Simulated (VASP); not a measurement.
# PdAu3 (I4/mmm) in VASP: single point with LDA

Aim: the single point of PdAu3 with LDA.

All numbers are computed with VASP 6.6.1; they aren't measurements. Logs are shortened: lines on timing, memory, paths and dates and some standing lists are left out, and cuts for length are marked.

### Step 1. The cell of the first run

Symmetry: I4/mmm, No. 139, tetragonal system. The conventional cell has a = 4.105 Å, b = 4.105 Å, c = 8.005 Å, α = 90.00°, β = 90.00°, γ = 90.00°. Pd (site symmetry 4/mmm) has 12 Au at 2.87 to 2.90 Å within 3.8 Å. Within 3.8 Å of Au (site symmetry -4m2) lie 4 Pd at 2.87 Å and 8 Au at 2.87 to 2.90 Å. Within 3.8 Å of Au (site symmetry 4/mmm) lie 8 Au at 2.87 Å and 4 Pd at 2.90 Å.

### Step 2. Single point, LDA

Input file INCAR:

```
SYSTEM = PdAu3
  PREC = Accurate
  ENCUT = 500
  EDIFF = 1E-6
  ISMEAR = -1
  SIGMA = 0.1
  LREAL = .FALSE.
  LASPH = .TRUE.
  NELM = 120
  ALGO = Normal
  ISIF = 2
  LWAVE = .FALSE.
  LCHARG = .FALSE.
  GGA = CA
  NBANDS = 30
  GGA_COMPAT = .FALSE.
```

Input file KPOINTS:

```
Automatic mesh
0
G
  8 8 8
  0 0 0
```

Input file POSCAR:

```
PdAu3
1.0
   -2.0525980000      2.0525980000      4.0026500000
    2.0525980000     -2.0525980000      4.0026500000
    2.0525980000      2.0525980000     -4.0026500000
Pd Au
1 3
Direct
    0.0000000000      0.0000000000      0.0000000000
    0.7500000000      0.2500000000      0.5000000000
    0.2500000000      0.7500000000      0.5000000000
    0.5000000000      0.5000000000      0.0000000000
```

Potentials or basis: VASP PAW LDA potentials, release 64 (Pd, Au).

Command:

```bash
$ cat potpaw_LDA.64/Pd/POTCAR potpaw_LDA.64/Au/POTCAR > POTCAR
$ mpirun -np 1 vasp_std > vasp.out
```

OUTCAR:

```text
SYSTEM = PdAu3
   PREC = Accurate
   ENCUT = 500
   EDIFF = 1E-6
   ISMEAR = -1
   LREAL = .FALSE.
   LASPH = .TRUE.
   NELM = 120
   ISIF = 2
   GGA = CA

 ion  position               nearest neighbor table
   1  0.000  0.000  0.000-   2 2.87   3 2.87   2 2.87   3 2.87   2 2.87   3 2.87   2 2.87   3 2.87
                             4 2.90   4 2.90   4 2.90   4 2.90
   2  0.750  0.250  0.500-   4 2.87   1 2.87   1 2.87   4 2.87   1 2.87   4 2.87   4 2.87   1 2.87
                             3 2.90   3 2.90   3 2.90   3 2.90
   3  0.250  0.750  0.500-   1 2.87   4 2.87   1 2.87   4 2.87   1 2.87   4 2.87   1 2.87   4 2.87
                             2 2.90   2 2.90   2 2.90   2 2.90
   4  0.500  0.500  0.000-   3 2.87   2 2.87   2 2.87   3 2.87   2 2.87   3 2.87   3 2.87   2 2.87
                             1 2.90   1 2.90   1 2.90   1 2.90

  LATTYP: Found a body centered tetragonal cell.
 ALAT       =     4.1051960000
 C/A-ratio  =     1.9500408750

  Lattice vectors:

 A1 = (  -2.0525980000,   2.0525980000,   4.0026500000)
 A2 = (   2.0525980000,  -2.0525980000,   4.0026500000)
 A3 = (   2.0525980000,   2.0525980000,  -4.0026500000)

Analysis of symmetry for initial positions (statically):
=====================================================================
 Subroutine PRICEL returns:
 Original cell was already a primitive cell.

 Routine SETGRP: Setting up the symmetry group for a
 body centered tetragonal supercell.

 Subroutine GETGRP returns: Found 16 space group operations
 (whereof 16 operations were pure point group operations)
 out of a pool of 16 trial point group operations.

The static configuration has the point symmetry D_4h.

Analysis of symmetry for dynamics (positions and initial velocities):
=====================================================================
 Subroutine PRICEL returns:
 Original cell was already a primitive cell.

 Routine SETGRP: Setting up the symmetry group for a
 body centered tetragonal supercell.

 Subroutine GETGRP returns: Found 16 space group operations
 (whereof 16 operations were pure point group operations)
 out of a pool of 16 trial point group operations.

The dynamic configuration has the point symmetry D_4h.

 Subroutine INISYM returns: Found 16 space group operations
 (whereof 16 operations are pure point group operations),
 and found     1 'primitive' translations

----------------------------------------------------------------------------------------

                                     Primitive cell

  volume of cell :      67.4552

  direct lattice vectors                    reciprocal lattice vectors
    -2.052598000  2.052598000  4.002650000     0.000000000  0.243593729  0.124917242
     2.052598000 -2.052598000  4.002650000     0.243593729  0.000000000  0.124917242
     2.052598000  2.052598000 -4.002650000     0.243593729  0.243593729  0.000000000

  length of vectors
     4.944443763  4.944443763  4.944443763     0.273755771  0.273755771  0.344493555

  position of ions in fractional coordinates (direct lattice)
     0.000000000  0.000000000  0.000000000
     0.750000000  0.250000000  0.500000000
     0.250000000  0.750000000  0.500000000
     0.500000000  0.500000000  0.000000000

  ion indices of the primitive-cell ions
   primitive index   ion index
                 1           1
                 2           2
                 3           3
                 4           4

----------------------------------------------------------------------------------------

 KPOINTS: Automatic mesh

Automatic generation of k-mesh.
 Grid dimensions read from file:
 generate k-points for:    8    8    8

 Generating k-lattice:

  Cartesian coordinates                     Fractional coordinates (reciprocal lattice)
     0.000000000  0.030449216  0.015614655     0.125000000 -0.000000000  0.000000000
     0.030449216  0.000000000  0.015614655    -0.000000000  0.125000000  0.000000000
     0.030449216  0.030449216  0.000000000     0.000000000  0.000000000  0.125000000

  Length of vectors
     0.034219471  0.034219471  0.043061694

  Shift w.r.t. Gamma in fractional coordinates (k-lattice)
     0.000000000  0.000000000  0.000000000

 Subroutine IBZKPT returns following result:
 ===========================================

 Found     59 irreducible k-points:

 Following reciprocal coordinates:
            Coordinates               Weight
  0.000000  0.000000  0.000000      1.000000
  0.125000 -0.000000  0.000000      8.000000
  0.250000 -0.000000  0.000000      8.000000
  0.375000 -0.000000  0.000000      8.000000
  0.500000 -0.000000  0.000000      4.000000
  0.125000  0.125000  0.000000      8.000000
[... 16 lines left out ...]
  0.250000  0.125000  0.125000     16.000000
  0.375000  0.125000  0.125000      8.000000
 [... further k-points ...]
   k-points           NKPTS =     59   k-points in BZ     NKDIM =     59   number of bands    NBANDS=     30
   number of dos      NEDOS =    301   number of ions     NIONS =      4
   total plane-waves  NPLWV =  46656
   dimension x,y,z NGX =    36 NGY =   36 NGZ =   36
   dimension x,y,z NGXF=    72 NGYF=   72 NGZF=   72
   ions per type =               1   3
   NGX,Y,Z   is equivalent  to a cutoff of  12.10, 12.10, 12.10 a.u.
   NGXF,Y,Z  is equivalent  to a cutoff of  24.21, 24.21, 24.21 a.u.
 SYSTEM =  PdAu3
   PREC   = accura    normal or accurate (medium, high low for compatibility)
   ISTART =      0    job   : 0-new  1-cont  2-samecut
   ICHARG =      2    charge: 1-file 2-atom 10-const
   ISPIN  =      1    spin polarized calculation?
   LNONCOLLINEAR =      F non collinear calculations
   LSORBIT =      F    spin-orbit coupling
   LASPH  =      T    aspherical Exc in radial PAW
   ENCUT  =  500.0 eV  36.75 Ry    6.06 a.u.   9.01  9.01  9.01*2*pi/ulx,y,z
   NELM   =    120;   NELMIN=  2; NELMDL= -5     # of ELM steps
   EDIFF  = 0.1E-05   stopping-criterion for ELM
   LREAL  =      F    real-space projection
   EDIFFG = 0.1E-04   stopping-criterion for IOM
   NSW    =      0    number of steps for IOM
   IBRION =     -1    ionic relax: 0-MD 1-quasi-New 2-CG
   NFREE  =      0    steps in history (QN), initial steepest desc. (CG)
   ISIF   =      2    stress and relaxation
   ISYM   =      2    0-nonsym 1-usesym 2-fastsym
   POTIM  = 0.5000    time-step for ionic-motion
   TEBEG  =    0.0;   TEEND  =   0.0 temperature during run
   PSTRESS=    0.0 pullay stress
   NELECT =      43.0000    total number of electrons
   NUPDOWN=      -1.0000    fix difference up-down
   EMIN   =  10.00;   EMAX   =-10.00  energy-range for DOS
   EFERMI =   0.00;   METHOD = LEGACY
   ISMEAR =    -1;   SIGMA  =   0.10  broadening in eV -4-tet -1-fermi 0-gaus
   EFERMI_NEDOS =   21; number of points for ismear=-14 and -15
   IALGO  =     38    algorithm
   IMIX   =      4    mixing-type and parameters
     AMIX     =   0.40;   BMIX     =  1.00
     AMIX_MAG =   1.60;   BMIX_MAG =  1.00
  volume/ion in A,a.u.               =      16.86       113.80
  Fermi-wavevector in a.u.,A,eV,Ry     =   1.408940  2.662511 27.009089  1.985112
  Thomas-Fermi vector in A             =   2.531047
   LORBIT       =      0    0 simple, 1 ext, 2 COOP (PROOUT), +10 PAW based schemes
   GGA     = CA    functional components
   LHFCALC =     F    Hartree Fock is set to
   AEXX    =    0.0000 exact exchange contribution
   IVDW    =     0    specifies the selected vdW correction
   LEPSILON=     F    determine dielectric tensor
   LRPA    =     F    only Hartree local field effects (RPA)
 non-spin polarized calculation
  energy-cutoff  :      500.00
  volume of cell :       67.46
 maximum number of plane-waves:      1741
   NGX = 19   NGY = 19   NGZ = 19

 number of electron      42.9999997 magnetization

 Free energy of the ion-electron system (eV)
  ---------------------------------------------------
  ext. energy  EPLUGINS =         0.00000000
  ---------------------------------------------------
  free energy    TOTEN  =       -20.06410571 eV

  energy without entropy =      -20.02294426  energy(sigma->0) =      -20.04352498

 E-fermi :   8.7420     XC(G=0): -12.9591

 val. band max:        8.7099818161   @ k =  -0.2500   0.5000   0.2500
 cond. band min:       8.7898533349   @ k =   0.2500   0.2500   0.2500
 fundamental gap:      0.0798715188
 Fermi energy:         8.7420451431

 k-point     1 :       0.0000    0.0000    0.0000
  band No.  band energies     occupation
      1      -0.2410      2.00000
      2       2.4186      2.00000
      3       2.6522      2.00000
      4       3.1879      2.00000
      5       3.8257      2.00000
      6       3.9803      2.00000
[... 22 lines left out ...]
     29      17.0616      0.00000
     30      18.4347      0.00000

 k-point     2 :       0.1250   -0.0000    0.0000
  band No.  band energies     occupation
      1      -0.0210      2.00000
      2       2.5458      2.00000
      3       2.7628      2.00000
      4       3.2214      2.00000
      5       3.6458      2.00000
      6       3.7511      2.00000
[... 22 lines left out ...]
     29      17.3402      0.00000
     30      19.0458      0.00000

 k-point     3 :       0.2500   -0.0000    0.0000
  band No.  band energies     occupation
      1       0.6056      2.00000
      2       2.8920      2.00000
      3       3.0823      2.00000
      4       3.2060      2.00000
      5       3.5464      2.00000
      6       3.5464      2.00000
[... 22 lines left out ...]
     29      18.2774      0.00000
     30      18.6712      0.00000

 k-point     4 :       0.3750   -0.0000    0.0000
  band No.  band energies     occupation
      1       1.5139      2.00000
      2       3.1949      2.00000
      3       3.4007      2.00000
      4       3.4481      2.00000
      5       3.4761      2.00000
      6       3.5667      2.00000
[... 616 lines left out ...]
     29      20.9181      0.00000
     30      21.3796      0.00000

 k-point    23 :       0.2500    0.1250    0.1250
  band No.  band energies     occupation
      1       1.8277      2.00000
      2       2.7851      2.00000
      3       2.9515      2.00000
      4       3.2098      2.00000
      5       3.7943      2.00000
      6       4.1971      2.00000
[... 22 lines left out ...]
     29      20.4682      0.00000
     30      21.3987      0.00000

 k-point    24 :       0.3750    0.1250    0.1250
  band No.  band energies     occupation
      1       2.2547      2.00000
      2       2.5596      2.00000
      3       3.0395      2.00000
      4       3.2118      2.00000
      5       3.8111      2.00000
      6       4.3069      2.00000
[... 22 lines left out ...]
     29      21.5736      0.00000
     30      21.8298      0.00000

 [... further k-points ...]

------------------------ aborting loop because EDIFF is reached ----------------------------------------

  FORCE on cell =-STRESS in cart. coord.  units (eV):
  Direction    XX          YY          ZZ          XY          YZ          ZX
  --------------------------------------------------------------------------------------
  -------------------------------------------------------------------------------------
  Total       -4.0658123     -4.0658123     -4.1946695      0.0000000     -0.0000000     -0.0000000
  in kB      -96.5700588    -96.5700588    -99.6306396      0.0000000     -0.0000000     -0.0000000
  external PRESSURE =     -97.5902524 kB  Pullay stress =       0.0000000 kB

 VOLUME and BASIS-vectors are now :
 -----------------------------------------------------------------------------
  energy-cutoff  :      500.00
  volume of cell :       67.46
      direct lattice vectors                 reciprocal lattice vectors
    -2.052598000  2.052598000  4.002650000     0.000000000  0.243593729  0.124917242
     2.052598000 -2.052598000  4.002650000     0.243593729  0.000000000  0.124917242
     2.052598000  2.052598000 -4.002650000     0.243593729  0.243593729  0.000000000

 POSITION                                       TOTAL-FORCE (eV/Angst)
 -----------------------------------------------------------------------------------
      0.00000      0.00000      0.00000        -0.000000      0.000000      0.000000
     -0.00000      2.05260      2.00133         0.000000     -0.000000      0.000000
      2.05260     -0.00000      2.00133         0.000000     -0.000000     -0.000000
      0.00000      0.00000      4.00265        -0.000000      0.000000      0.000000
 -----------------------------------------------------------------------------------
    total drift:                               -0.000000      0.000000      0.000000

  FREE ENERGIE OF THE ION-ELECTRON SYSTEM (eV)
  ---------------------------------------------------
  free  energy   TOTEN  =       -20.0641057077 eV

  energy  without entropy=      -20.0229442598  energy(sigma->0) =      -20.04352498
```

Wall time 47 s (1 thread of Intel Xeon Platinum 8559C (Emerald Rapids), shared host); peak memory 0.23 GiB.

Results:

```yaml
Free_energy: -20.0641 eV
Pressure: -9.8 GPa
Band_gap_on_the_k_mesh: zero (an odd number of electrons rules out a gap without spin polarisation)
```

Stress tensor (GPa, compression positive):
```
-9.66  0.00  0.00
 0.00 -9.66  0.00
 0.00  0.00 -9.96
```

Caveat: the cell stands under tension; spin-orbit coupling is left out, which moves the levels of the heavy elements.
